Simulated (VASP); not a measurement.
A run of VASP 6.6.1:

File INCAR:

```
PREC = Accurate
ENCUT = 520
EDIFF = 1E-7
ISMEAR = 0
SIGMA = 0.15
LREAL = F
LASPH = T
NELM = 100
ALGO = Normal
ISIF = 2
LWAVE = F
LCHARG = T
GGA = PS
LELF = T
LVHAR = T
NBANDS = 11
```

File KPOINTS:

```
Automatic mesh
0
Gamma
  20 20 20
```

File POSCAR:

```
Pt
1.0
    0.0000000000      2.1536900000      1.9579000000
    2.1536900000      0.0000000000      1.9579000000
    2.1536900000      2.1536900000      0.0000000000
Pt
1
Direct
    0.0000000000      0.0000000000      0.0000000000
```

Potentials or basis: VASP PAW PBE potentials, release 64 (Pt).

Command:

```sh
$ cat potpaw_PBE.64/Pt/POTCAR > POTCAR
$ mpirun -np 1 vasp_std > vasp.out
```

Hardware: 1 thread of Intel(R) Xeon(R) 6975P-C (Granite Rapids), on a shared host.

Estimate the wall time of this run.

Wall time 33 s on 1 thread of Intel(R) Xeon(R) 6975P-C (Granite Rapids), on a shared host, peak memory 0.25 GiB. Counts: scf iterations 11, k points 641.
